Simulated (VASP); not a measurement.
Write the native input for VASP 6.6.1 that does the following.

```
Task                   : single point
Functional             : BLYP
Potentials or basis    : VASP PAW PBE potentials, release 64 (Co)
Cutoff                 : 520 eV
k mesh                 : 16 × 16 × 16
Occupations            : fermi-dirac, width 0.1 eV
Spin                   : no spin polarisation
Dipole correction      : no
Further INCAR settings : ALGO = Normal; EDIFF = 1e-06; NBANDS = 10
```

The structure of Co lies in POSCAR:

```
Co
1.0
   -1.4037292630      1.4037292630      1.4037292630
    1.4037292630     -1.4037292630      1.4037292630
    1.4037292630      1.4037292630     -1.4037292630
Co
1
Direct
    0.0000000000      0.0000000000      0.0000000000
```

The input as run:

INCAR

```
  PREC = Accurate
  ENCUT = 520
  EDIFF = 1E-6
  ISMEAR = -1
  SIGMA = 0.1
  LREAL = F
  LASPH = T
  NELM = 80
  ALGO = Normal
  ISIF = 2
  LWAVE = F
  LCHARG = F
  GGA = B5
  ALDAX = 1.0
  AGGAX = 1.0
  AGGAC = 1.0
  ALDAC = 0.0
  NBANDS = 10
```

KPOINTS

```
regular mesh
0
Gamma
  16 16 16
```

Potentials or basis: VASP PAW PBE potentials, release 64 (Co).

Command:

```bash
$ cat potpaw_PBE.64/Co/POTCAR > POTCAR
$ mpirun -np 1 vasp_std > vasp.out
```

Results of the run:

```
Pressure : -0.2 GPa
```

Caveat: the PAW data sets were made with another functional, which shifts forces and pressure a little; the run has no spin polarisation, though such a crystal can be magnetic.

Wall time 9.3 s on 1 thread of Intel Xeon 6975P-C, on a shared host, peak memory 0.13 GiB.
